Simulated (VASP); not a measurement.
# GaP (F-43m) in VASP: a series of runs, part 2 of 2

VASP 6.6.1. Earlier steps stand in the parts before.

### Step 3. Single point, PBE+D3(BJ) (volume scaled by 0.96)

The input, INCAR:

```
SYSTEM = GaP
PREC = Accurate
ENCUT = 520
EDIFF = 1E-6
ISMEAR = 0
SIGMA = 0.05
LREAL = .False.
LASPH = .True.
NELM = 60
ALGO = Normal
ISIF = 2
LWAVE = .False.
LCHARG = .True.
GGA = PE
IVDW = 12
LELF = .True.
LVHAR = .True.
NBANDS = 16
```

The input, KPOINTS:

```
Automatic mesh
0
Gamma
  8 8 8
  0 0 0
```

The input, POSCAR:

```
GaP
1.0
    0.0000000000      2.6848285300      2.6848285300
    2.6848285300      0.0000000000      2.6848285300
    2.6848285300      2.6848285300      0.0000000000
Ga P
1 1
Direct
    0.0000000000      0.0000000000      0.0000000000
    0.7500000000      0.7500000000      0.7500000000
```

Potentials or basis: VASP PAW PBE potentials, release 64 (Ga_d, P).

Run with:

```console
$ cat potpaw_PBE.64/Ga_d/POTCAR potpaw_PBE.64/P/POTCAR > POTCAR
$ mpirun -np 1 vasp_std > vasp.out
```

OUTCAR:

```text
SYSTEM = GaP
   PREC = Accurate
   ENCUT = 520
   EDIFF = 1E-6
   ISMEAR = 0
   LREAL = .False.
   LASPH = .True.
   NELM = 60
   ISIF = 2
   GGA = PE
   IVDW = 12
 IVDW          = 12

 ion  position               nearest neighbor table
   1  0.000  0.000  0.000-   2 2.33   2 2.33   2 2.33   2 2.33
   2  0.750  0.750  0.750-   1 2.33   1 2.33   1 2.33   1 2.33

  LATTYP: Found a face centered cubic cell.
 ALAT       =     5.3696570600

  Lattice vectors:

 A1 = (   0.0000000000,   2.6848285300,   2.6848285300)
 A2 = (   2.6848285300,   0.0000000000,   2.6848285300)
 A3 = (   2.6848285300,   2.6848285300,   0.0000000000)

Analysis of symmetry for initial positions (statically):
=====================================================================
 Subroutine PRICEL returns:
 Original cell was already a primitive cell.

 Routine SETGRP: Setting up the symmetry group for a
 face centered cubic supercell.

 Subroutine GETGRP returns: Found 24 space group operations
 (whereof 24 operations were pure point group operations)
 out of a pool of 48 trial point group operations.

The static configuration has the point symmetry T_d .
[... 160 lines left out ...]

 E-fermi :   5.3447     XC(G=0): -10.0388

 val. band max:        5.1216090660   @ k =   0.0000   0.0000   0.0000
 cond. band min:       6.6784470470   @ k =   0.5000   0.5000   0.0000
 fundamental gap:      1.5568379810
 Fermi energy:         5.3447186849

 k-point     1 :       0.0000    0.0000    0.0000
  band No.  band energies     occupation
      1      -9.5128      2.00000
      2      -9.5128      2.00000
      3      -9.5128      2.00000
      4      -9.3986      2.00000
      5      -9.3986      2.00000
      6      -7.7169      2.00000
[... 433 lines left out ...]
      3      -9.4632      2.00000
      4      -9.4049      2.00000
      5      -9.3902      2.00000
      6      -5.0671      2.00000
[... 8 lines left out ...]
     15      17.2840      0.00000
     16      17.8975      0.00000

 [... further k-points ...]

------------------------ aborting loop because EDIFF is reached ----------------------------------------

 Edisp (eV)   -0.66439

 E8    (eV) :    -0.2820

  FORCE on cell =-STRESS in cart. coord.  units (eV):
  Direction    XX          YY          ZZ          XY          YZ          ZX
  --------------------------------------------------------------------------------------
  -------------------------------------------------------------------------------------
  Total       0.91470     0.91470     0.91470     0.00000    -0.00000     0.00000
  in kB      37.86273    37.86273    37.86273     0.00000    -0.00000     0.00000
  external pressure =       37.86 kB  Pullay stress =        0.00 kB

 VOLUME and BASIS-vectors are now :
 -----------------------------------------------------------------------------
  energy-cutoff  :      520.00
  volume of cell :       38.71
      direct lattice vectors                 reciprocal lattice vectors
     0.000000000  2.684828530  2.684828530    -0.186231632  0.186231632  0.186231632
     2.684828530  0.000000000  2.684828530     0.186231632 -0.186231632  0.186231632
     2.684828530  2.684828530  0.000000000     0.186231632  0.186231632 -0.186231632

 POSITION                                       TOTAL-FORCE (eV/Angst)
 -----------------------------------------------------------------------------------
      0.00000      0.00000      0.00000         0.000000      0.000000      0.000000
      4.02724      4.02724      4.02724        -0.000000     -0.000000     -0.000000
 -----------------------------------------------------------------------------------
    total drift:                               -0.000002     -0.000002     -0.000002

  FREE ENERGIE OF THE ION-ELECTRON SYSTEM (eV)
  ---------------------------------------------------
  free  energy   TOTEN  =        -9.7299734977 eV

  energy  without entropy=       -9.7299734977  energy(sigma->0) =       -9.72997350
```

It took 25 s on 1 thread of Intel Xeon 8259CL, shared host; peak memory 0.17 GiB.

What came out:

```
Free energy                : -9.7300 eV
Pressure                   : 3.8 GPa
Band gap on the k mesh     : 1.56 eV, indirect (least direct gap 2.20 eV)
Dispersion energy per atom : -0.332 eV
```

Caveat: the cell differs from its parent crystal (volume scaled by 0.96). A k mesh can miss the band edges.

### Step 4. Single point, PBE

This run uses another cell than the first one, of 20.24 Å³/atom, 1.076 times its volume.

The input, INCAR:

```
SYSTEM = GaP
PREC = Accurate
ENCUT = 520
EDIFF = 1E-6
ISMEAR = 0
SIGMA = 0.05
LREAL = .FALSE.
LASPH = .TRUE.
NELM = 60
ALGO = Normal
ISIF = 2
LWAVE = .FALSE.
LCHARG = .FALSE.
GGA = PE
NBANDS = 16
```

The input, KPOINTS:

```
regular mesh
0
G
  8 8 8
  0 0 0
```

The input, POSCAR:

```
GaP
1.0
    0.0000000000      2.7252500963      2.7252500963
    2.7252500963      0.0000000000      2.7252500963
    2.7252500963      2.7252500963      0.0000000000
Ga P
1 1
Direct
    0.0000000000      0.0000000000      0.0000000000
    0.7500000000      0.7500000000      0.7500000000
```

Potentials or basis: VASP PAW PBE potentials, release 64 (Ga_d, P).

Run with:

```console
$ cat potpaw_PBE.64/Ga_d/POTCAR potpaw_PBE.64/P/POTCAR > POTCAR
$ mpirun -np 1 vasp_std > vasp.out
```

OUTCAR:

```text
SYSTEM = GaP
   PREC = Accurate
   ENCUT = 520
   EDIFF = 1E-6
   ISMEAR = 0
   LREAL = .FALSE.
   LASPH = .TRUE.
   NELM = 60
   ISIF = 2
   GGA = PE

 ion  position               nearest neighbor table
   1  0.000  0.000  0.000-   2 2.36   2 2.36   2 2.36   2 2.36
   2  0.750  0.750  0.750-   1 2.36   1 2.36   1 2.36   1 2.36

  LATTYP: Found a face centered cubic cell.
 ALAT       =     5.4505001926

  Lattice vectors:

 A1 = (   0.0000000000,   2.7252500963,   2.7252500963)
 A2 = (   2.7252500963,   0.0000000000,   2.7252500963)
 A3 = (   2.7252500963,   2.7252500963,   0.0000000000)

Analysis of symmetry for initial positions (statically):
=====================================================================
 Subroutine PRICEL returns:
 Original cell was already a primitive cell.

 Routine SETGRP: Setting up the symmetry group for a
 face centered cubic supercell.

 Subroutine GETGRP returns: Found 24 space group operations
 (whereof 24 operations were pure point group operations)
 out of a pool of 48 trial point group operations.

The static configuration has the point symmetry T_d .

Analysis of symmetry for dynamics (positions and initial velocities):
=====================================================================
 Subroutine PRICEL returns:
 Original cell was already a primitive cell.

 Routine SETGRP: Setting up the symmetry group for a
 face centered cubic supercell.

 Subroutine GETGRP returns: Found 24 space group operations
 (whereof 24 operations were pure point group operations)
 out of a pool of 48 trial point group operations.

The dynamic configuration has the point symmetry T_d .

 Subroutine INISYM returns: Found 24 space group operations
 (whereof 24 operations are pure point group operations),
 and found     1 'primitive' translations

----------------------------------------------------------------------------------------

                                     Primitive cell

  volume of cell :      40.4808

  direct lattice vectors                    reciprocal lattice vectors
     0.000000000  2.725250096  2.725250096    -0.183469400  0.183469400  0.183469400
     2.725250096  0.000000000  2.725250096     0.183469400 -0.183469400  0.183469400
     2.725250096  2.725250096  0.000000000     0.183469400  0.183469400 -0.183469400

  length of vectors
     3.854085647  3.854085647  3.854085647     0.317778322  0.317778322  0.317778322

  position of ions in fractional coordinates (direct lattice)
     0.000000000  0.000000000  0.000000000
     0.750000000  0.750000000  0.750000000

  ion indices of the primitive-cell ions
   primitive index   ion index
                 1           1
                 2           2

----------------------------------------------------------------------------------------

 KPOINTS: regular mesh

Automatic generation of k-mesh.
 Grid dimensions read from file:
 generate k-points for:    8    8    8

 Generating k-lattice:

  Cartesian coordinates                     Fractional coordinates (reciprocal lattice)
    -0.022933675  0.022933675  0.022933675     0.125000000  0.000000000  0.000000000
     0.022933675 -0.022933675  0.022933675     0.000000000  0.125000000  0.000000000
     0.022933675  0.022933675 -0.022933675     0.000000000  0.000000000  0.125000000

  Length of vectors
     0.039722290  0.039722290  0.039722290

  Shift w.r.t. Gamma in fractional coordinates (k-lattice)
     0.000000000  0.000000000  0.000000000

 Subroutine IBZKPT returns following result:
 ===========================================

 Found     29 irreducible k-points:

 Following reciprocal coordinates:
            Coordinates               Weight
  0.000000  0.000000  0.000000      1.000000
  0.125000  0.000000  0.000000      8.000000
  0.250000  0.000000  0.000000      8.000000
  0.375000  0.000000  0.000000      8.000000
  0.500000  0.000000  0.000000      4.000000
  0.125000  0.125000  0.000000      6.000000
[... 16 lines left out ...]
  0.500000  0.250000  0.125000     48.000000
 -0.375000  0.250000  0.125000     24.000000
 [... further k-points ...]
   k-points           NKPTS =     29   k-points in BZ     NKDIM =     29   number of bands    NBANDS=     16
   number of dos      NEDOS =    301   number of ions     NIONS =      2
   total plane-waves  NPLWV =  27000
   dimension x,y,z NGX =    30 NGY =   30 NGZ =   30
   dimension x,y,z NGXF=    60 NGYF=   60 NGZF=   60
   ions per type =               1   1
   NGX,Y,Z   is equivalent  to a cutoff of  12.94, 12.94, 12.94 a.u.
   NGXF,Y,Z  is equivalent  to a cutoff of  25.88, 25.88, 25.88 a.u.
 SYSTEM =  GaP
   PREC   = accura    normal or accurate (medium, high low for compatibility)
   ISTART =      0    job   : 0-new  1-cont  2-samecut
   ICHARG =      2    charge: 1-file 2-atom 10-const
   ISPIN  =      1    spin polarized calculation?
   LNONCOLLINEAR =      F non collinear calculations
   LSORBIT =      F    spin-orbit coupling
   LASPH  =      T    aspherical Exc in radial PAW
   ENCUT  =  520.0 eV  38.22 Ry    6.18 a.u.   7.17  7.17  7.17*2*pi/ulx,y,z
   NELM   =     60;   NELMIN=  2; NELMDL= -5     # of ELM steps
   EDIFF  = 0.1E-05   stopping-criterion for ELM
   LREAL  =      F    real-space projection
   EDIFFG = 0.1E-04   stopping-criterion for IOM
   NSW    =      0    number of steps for IOM
   IBRION =     -1    ionic relax: 0-MD 1-quasi-New 2-CG
   NFREE  =      0    steps in history (QN), initial steepest desc. (CG)
   ISIF   =      2    stress and relaxation
   ISYM   =      2    0-nonsym 1-usesym 2-fastsym
   POTIM  = 0.5000    time-step for ionic-motion
   TEBEG  =    0.0;   TEEND  =   0.0 temperature during run
   PSTRESS=    0.0 pullay stress
   NELECT =      18.0000    total number of electrons
   NUPDOWN=      -1.0000    fix difference up-down
   EMIN   =  10.00;   EMAX   =-10.00  energy-range for DOS
   EFERMI =   0.00;   METHOD = LEGACY
   ISMEAR =     0;   SIGMA  =   0.05  broadening in eV -4-tet -1-fermi 0-gaus
   EFERMI_NEDOS =   21; number of points for ismear=-14 and -15
   IALGO  =     38    algorithm
   IMIX   =      4    mixing-type and parameters
     AMIX     =   0.40;   BMIX     =  1.00
     AMIX_MAG =   1.60;   BMIX_MAG =  1.00
  volume/ion in A,a.u.               =      20.24       136.59
  Fermi-wavevector in a.u.,A,eV,Ry     =   1.249538  2.361284 21.243375  1.561344
  Thomas-Fermi vector in A             =   2.383573
   LORBIT       =      0    0 simple, 1 ext, 2 COOP (PROOUT), +10 PAW based schemes
   GGA     = PE    functional components
   LHFCALC =     F    Hartree Fock is set to
   AEXX    =    0.0000 exact exchange contribution
   IVDW    =     0    specifies the selected vdW correction
   LEPSILON=     F    determine dielectric tensor
   LRPA    =     F    only Hartree local field effects (RPA)
 non-spin polarized calculation
 Gauss-broadening in eV      SIGMA  =   0.05
  energy-cutoff  :      520.00
  volume of cell :       40.48
 maximum number of plane-waves:      1106
 NGX is ok and might be reduce to    30
   NGX = 15   NGY = 15   NGZ = 15

 number of electron      17.9999989 magnetization

 Free energy of the ion-electron system (eV)
  ---------------------------------------------------
  ext. energy  EPLUGINS =         0.00000000
  ---------------------------------------------------
  free energy    TOTEN  =        -9.11612117 eV

  energy without entropy =       -9.11612117  energy(sigma->0) =       -9.11612117

 E-fermi :   4.8768     XC(G=0):  -9.8330

 val. band max:        4.6522404954   @ k =   0.0000   0.0000   0.0000
 cond. band min:       6.2940594562   @ k =   0.3750   0.3750   0.0000
 fundamental gap:      1.6418189608
 Fermi energy:         4.8767639070

 k-point     1 :       0.0000    0.0000    0.0000
  band No.  band energies     occupation
      1      -9.8985      2.00000
      2      -9.8985      2.00000
      3      -9.8985      2.00000
      4      -9.7988      2.00000
      5      -9.7988      2.00000
      6      -7.8395      2.00000
[... 8 lines left out ...]
     15      14.4398      0.00000
     16      14.4398      0.00000

 k-point     2 :       0.1250    0.0000    0.0000
  band No.  band energies     occupation
      1      -9.9123      2.00000
      2      -9.8939      2.00000
      3      -9.8939      2.00000
      4      -9.7989      2.00000
      5      -9.7989      2.00000
      6      -7.6370      2.00000
[... 8 lines left out ...]
     15      13.8172      0.00000
     16      14.3545      0.00000
[... 387 lines left out ...]
      5      -9.7899      2.00000
      6      -5.8223      2.00000
[... 8 lines left out ...]
     15      16.1966      0.00000
     16      17.4870      0.00000

 k-point    24 :      -0.3750    0.2500    0.1250
  band No.  band energies     occupation
      1      -9.9867      2.00000
      2      -9.8676      2.00000
      3      -9.8556      2.00000
      4      -9.8039      2.00000
      5      -9.7915      2.00000
      6      -5.3676      2.00000
[... 8 lines left out ...]
     15      16.6573      0.00000
     16      17.1621      0.00000

 [... further k-points ...]
[... 5 lines left out ...]
  --------------------------------------------------------------------------------------
  -------------------------------------------------------------------------------------
  Total        0.6120421      0.6120421      0.6120421     -0.0000000      0.0000000     -0.0000000
  in kB       24.2238276     24.2238276     24.2238276     -0.0000000      0.0000000     -0.0000000
  external PRESSURE =      24.2238276 kB  Pullay stress =       0.0000000 kB

 VOLUME and BASIS-vectors are now :
 -----------------------------------------------------------------------------
  energy-cutoff  :      520.00
  volume of cell :       40.48
      direct lattice vectors                 reciprocal lattice vectors
     0.000000000  2.725250096  2.725250096    -0.183469400  0.183469400  0.183469400
     2.725250096  0.000000000  2.725250096     0.183469400 -0.183469400  0.183469400
     2.725250096  2.725250096  0.000000000     0.183469400  0.183469400 -0.183469400

 POSITION                                       TOTAL-FORCE (eV/Angst)
 -----------------------------------------------------------------------------------
      0.00000      0.00000      0.00000         0.000000      0.000000      0.000000
      4.08788      4.08788      4.08788        -0.000000     -0.000000     -0.000000
 -----------------------------------------------------------------------------------
    total drift:                               -0.000002     -0.000002     -0.000002

  FREE ENERGIE OF THE ION-ELECTRON SYSTEM (eV)
  ---------------------------------------------------
  free  energy   TOTEN  =        -9.1161211682 eV

  energy  without entropy=       -9.1161211682  energy(sigma->0) =       -9.11612117
```

OSZICAR:

```text
N       E                     dE             d eps       ncg     rms          rms(c)
DAV:   1     0.804649899102E+02    0.80465E+02   -0.90530E+03   944   0.161E+03
DAV:   2    -0.324547520061E+01   -0.83710E+02   -0.79665E+02  1064   0.308E+02
DAV:   3    -0.928423069152E+01   -0.60388E+01   -0.60155E+01  1144   0.646E+01
DAV:   4    -0.938364867513E+01   -0.99418E-01   -0.99394E-01  1168   0.912E+00
DAV:   5    -0.938551446497E+01   -0.18658E-02   -0.18657E-02  1192   0.109E+00    0.425E+00
DAV:   6    -0.914250036686E+01    0.24301E+00   -0.37846E-01  1464   0.105E+01    0.281E+00
DAV:   7    -0.911527729728E+01    0.27223E-01   -0.95068E-02  1248   0.207E+00    0.112E+00
DAV:   8    -0.911558125130E+01   -0.30395E-03   -0.13415E-02  1064   0.140E+00    0.198E-01
DAV:   9    -0.911597993880E+01   -0.39869E-03   -0.13316E-03  1184   0.499E-01    0.802E-02
DAV:  10    -0.911605066601E+01   -0.70727E-04   -0.11091E-04  1432   0.116E-01    0.388E-02
DAV:  11    -0.911612147363E+01   -0.70808E-04   -0.95794E-05  1080   0.797E-02    0.496E-03
DAV:  12    -0.911612116817E+01    0.30546E-06   -0.25987E-06  1120   0.205E-02
   1 F= -.91161212E+01 E0= -.91161212E+01  d E =-.289042E-12
```

It took 34 s on 1 thread of Intel Xeon 8259CL, shared host; peak memory 0.17 GiB.

Results:

```
Free energy            : -9.1161 eV
Pressure               : 2.4 GPa
Band gap on the k mesh : 1.64 eV, indirect (least direct gap 1.83 eV)
```

Levels at points of the mesh, in eV from the valence-band top:
```
           k point  band 7  band 8  band 9  band 10  band 11  band 12
(0.00, 0.00, 0.00)    0.00    0.00    0.00     1.83     3.89     3.89
(0.50, 0.00, 0.00)   -6.63   -1.12   -1.12     1.67     4.72     4.72
(0.50, 0.50, 0.00)   -6.75   -2.68   -2.68     1.65     1.82    10.60
```

### Step 5. Summary

```csv
level,potentials or basis,cell,gap on the mesh (eV),pressure (GPa)
LDA,"VASP PAW LDA potentials, release 64 (Ga_d, P)","a = 3.761 Å, angles 60.0°, 2 atoms",1.34,4.1
PBE+D3(BJ),"VASP PAW PBE potentials, release 64 (Ga_d, P)","a = 3.797 Å, angles 60.0°, 2 atoms",1.56,3.8
PBE,"VASP PAW PBE potentials, release 64 (Ga_d, P)","a = 3.854 Å, angles 60.0°, 2 atoms",1.64,2.4
```

Alike in all rows: task single point; no spin polarisation; k mesh 8 × 8 × 8; cutoff (eV) 520; smearing gaussian 0.05 eV.

Absolute energies hang on the potentials; compare differences alone.

### Step 6. Comparison with measurements

Step 4. Measured gap of GaP: 2.34 eV (indirect; 10 K; quoted in “Stacking defects in GaP nanowires: Electronic structure and optical properties”, 2018, arxiv:1810.01194). This calculation gives 1.64 eV (-0.70 eV). Spin-orbit coupling on Ga is left out. The value is that of PBE on a finite k mesh, which can miss the band edges, without temperature or zero-point motion. Semilocal functionals fall short of measured gaps as a rule.
